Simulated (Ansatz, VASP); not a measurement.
**MgCd2S3 in VASP and in Ansatz**

Contents of INCAR:

```
SYSTEM = MgCd2S3
PREC = Accurate
ENCUT = 520
EDIFF = 1E-6
ISMEAR = 0
SIGMA = 0.1
LREAL = .FALSE.
LASPH = .TRUE.
NELM = 60
ALGO = Normal
ISIF = 2
LWAVE = .FALSE.
LCHARG = .FALSE.
GGA = PE
NBANDS = 56
```

The input KPOINTS:

```
Automatic mesh
0
G
  6 6 1
  0 0 0
```

POSCAR

```
MgCd2S3
1.0
    3.8265591420      0.0000000000      0.0000000000
   -1.9132795710      3.3138974260      0.0000000000
    0.0000000000      0.0000000000     18.7617271002
Mg Cd S
2 4 6
Direct
    1.0000000000      0.0000000000      0.0000000000
    0.0000000000      1.0000000000      0.5000000000
    0.3333333333      0.6666666667      0.1644103219
    0.3333333333      0.6666666667      0.6644103219
    0.6666666667      0.3333333333      0.3355896781
    0.6666666667      0.3333333333      0.8355896781
    0.0000000000      0.0000000000      0.2500000000
    0.0000000000      0.0000000000      0.7500000000
    0.6666666667      0.3333333333      0.0779401719
    0.6666666667      0.3333333333      0.5779401719
    0.3333333333      0.6666666667      0.4220598281
    0.3333333333      0.6666666667      0.9220598281
```

Input for Ansatz:

```yaml
crystal:
  lattice:
    - [3.826559142, 0.0, 0.0]
    - [-1.913279571, 3.313897426, 0.0]
    - [0.0, 0.0, 18.7617271002]
  atoms:
    - { symbol: Mg, position: [1.0, 0.0, 0.0] }
    - { symbol: Mg, position: [0.0, 1.0, 0.5] }
    - { symbol: Cd, position: [0.3333333333, 0.6666666667, 0.1644103219] }
    - { symbol: Cd, position: [0.3333333333, 0.6666666667, 0.6644103219] }
    - { symbol: Cd, position: [0.6666666667, 0.3333333333, 0.3355896781] }
    - { symbol: Cd, position: [0.6666666667, 0.3333333333, 0.8355896781] }
    - { symbol: S, position: [0.0, 0.0, 0.25] }
    - { symbol: S, position: [0.0, 0.0, 0.75] }
    - { symbol: S, position: [0.6666666667, 0.3333333333, 0.0779401719] }
    - { symbol: S, position: [0.6666666667, 0.3333333333, 0.5779401719] }
    - { symbol: S, position: [0.3333333333, 0.6666666667, 0.4220598281] }
    - { symbol: S, position: [0.3333333333, 0.6666666667, 0.9220598281] }
basis:
  ecutwfc: 420
kpoints:
  mp_grid: { grid: [6, 6, 1] }
hamiltonian:
  xc: pbe
scf:
  occupations: { method: gaussian, width: 0.1 }
  lower_state_search: "off"
output:
  forces: true
  stress: true
  eigenvalues: true
```

Alike in both runs: task single point; functional PBE; k mesh 6 × 6 × 1; occupations gaussian, width 0.1 eV; no spin polarisation.

```csv
,VASP,Ansatz
version,VASP 6.6.1,Ansatz 0.2.0
potentials or method,"VASP PAW PBE potentials, release 64 (Mg, Cd, S), cutoff 520 eV","scalar-relativistic, plane waves, PAW"
valence electrons in the cell,88,136
```

```csv
,VASP,Ansatz,Ansatz less VASP
gap on the k mesh at the Fermi level (eV),0.90,0.91,+0.010
least direct gap on the mesh (eV),1.03,1.04,+0.009
pressure (GPa),0.2,0.0,-0.19
rms of the force components (eV/Å),0.016,0.000,-0.0157
```

Atom by atom the forces differ by 0.016 eV/Å (rms over components). The functional is the same, so the differences come from potentials, cutoffs and numerics. VASP's potentials hold 88 valence electrons a cell and Ansatz's 136, so a difference there can come from the potentials and not from the codes.
